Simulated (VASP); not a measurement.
A run of VASP 6.6.1 is set up as follows.

The input POSCAR:

```
Sr
1.0
    0.0000000000      3.0330092444      3.0330092444
    3.0330092444      0.0000000000      3.0330092444
    3.0330092444      3.0330092444      0.0000000000
Sr
1
Direct
    0.0000000000      0.0000000000      0.0000000000
```

INCAR.step1

```
PREC = Accurate ; ENCUT = 600
ISMEAR = 0 ; SIGMA = 0.1
LREAL = False ; LASPH = True
NELM = 60 ; GGA = PE
ALGO = Normal ; EDIFF = 1E-4
LWAVE = True ; LCHARG = False
```

File INCAR.step2:

```
PREC = Accurate ; ENCUT = 600
EDIFF = 1E-6 ; ISMEAR = 0
SIGMA = 0.1 ; LREAL = False
LASPH = True ; NELM = 60
ALGO = Normal ; ISIF = 3
LWAVE = False ; LCHARG = False
METAGGA = R2SCAN ; LMIXTAU = True
IBRION = 2 ; NSW = 80
EDIFFG = -0.01 ; ISTART = 1
```

File KPOINTS:

```
regular mesh
0
Gamma
  12 12 12
```

Potentials or basis: VASP PAW PBE potentials, release 64 (Sr_sv).

Launch:

```sh
$ cat potpaw_PBE.64/Sr_sv/POTCAR > POTCAR
$ cp INCAR.step1 INCAR
$ mpirun -np 1 vasp_std > vasp.out
$ cp INCAR.step2 INCAR
$ mpirun -np 1 vasp_std > vasp.out
```

Q: Predict the relaxed cell.

A: a = 4.315 Å, b = 4.315 Å, c = 4.315 Å, α = 60.00°, β = 60.00°, γ = 60.00°.

Q: Estimate the band gap on the k mesh.

A: Zero (bands 5 and 6 overlap by 0.19 eV).

Q: Estimate the relaxed volume.

A: 56.80 Å³/atom.

Q: Predict the space group after relaxing (to 0.1 Å).

A: Fm-3m (No. 225).

The path:
| step | energy change (eV) | largest force (eV/Å) | pressure (GPa) | volume (Å³) |
| --- | --- | --- | --- | --- |
| 1 | 0.0000 | 0.0000 | 0.22 | 55.80 |
| 2 | -0.0006 | 0.0000 | 0.08 | 56.42 |
| 3 | -0.0006 | 0.0000 | -0.04 | 57.01 |
| 4 | -0.0006 | 0.0000 | 0.00 | 56.80 |

Caveat: the PAW data sets were made with another functional, which shifts forces and pressure a little. Zero-point motion and thermal expansion aren't in these numbers.
